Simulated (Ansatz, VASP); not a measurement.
**Cd in VASP and in Ansatz**

The input INCAR:

```
PREC = Accurate
ENCUT = 520
EDIFF = 1E-6
ISMEAR = -1
SIGMA = 0.1
LREAL = F
LASPH = T
NELM = 60
ALGO = Normal
ISIF = 2
LWAVE = F
LCHARG = T
GGA = B5
ALDAX = 1.0
AGGAX = 1.0
AGGAC = 1.0
ALDAC = 0.0
LELF = T
LVHAR = T
NBANDS = 19
```

KPOINTS

```
regular mesh
0
Gamma
  19 19 8
```

POSCAR

```
Cd
1.0
    3.2165200225      0.0000000000      0.0000000000
   -1.6082600112      2.7855880513      0.0000000000
    0.0000000000      0.0000000000      6.6672286653
Cd
2
Direct
    0.3333333333      0.6666666667      0.2500000000
    0.6666666667      0.3333333333      0.7500000000
```

Input for Ansatz:

```yaml
crystal:
  lattice:
    - [3.2165200225, 0.0, 0.0]
    - [-1.6082600112, 2.7855880513, 0.0]
    - [0.0, 0.0, 6.6672286653]
  atoms:
    - { symbol: Cd, position: [0.3333333333, 0.6666666667, 0.25] }
    - { symbol: Cd, position: [0.6666666667, 0.3333333333, 0.75] }
hamiltonian:
  xc: blyp
  pseudopotentials:
    kind: paw
    azcp:
      Cd: "pseudopotentials/Cd.paw.azcp"
basis:
  ecutwfc: 420
  fft_grid_basis: typed
kpoints:
  mp_grid: { grid: [19, 19, 8], shift: [0, 0, 0] }
magnetization:
  spin_polarized: false
scf:
  occupations: { method: fermi_dirac, width: 0.1 }
output:
  stress: true
```

Alike in both runs: task single point; functional BLYP; k mesh 19 × 19 × 8; occupations fermi-dirac, width 0.1 eV; no spin polarisation.

|  | VASP | Ansatz |
| --- | --- | --- |
| version | VASP 6.6.1 | Ansatz 0.2.0 |
| potentials or method | VASP PAW PBE potentials, release 64 (Cd), cutoff 520 eV | plane waves (420 eV) with PAW, scalar-relativistic |
| valence electrons in the cell | 24 | 40 |

```tsv
	VASP	Ansatz	Ansatz less VASP
pressure (GPa)	-1.2	-1.3	-0.05
traceless stress, the component that is largest in VASP (GPa)	0.51	0.53	+0.021
```

VASP's potentials were made for PBE, not for BLYP. VASP's potentials hold 24 valence electrons a cell and Ansatz's 40, so a difference there can come from the potentials and not from the codes.
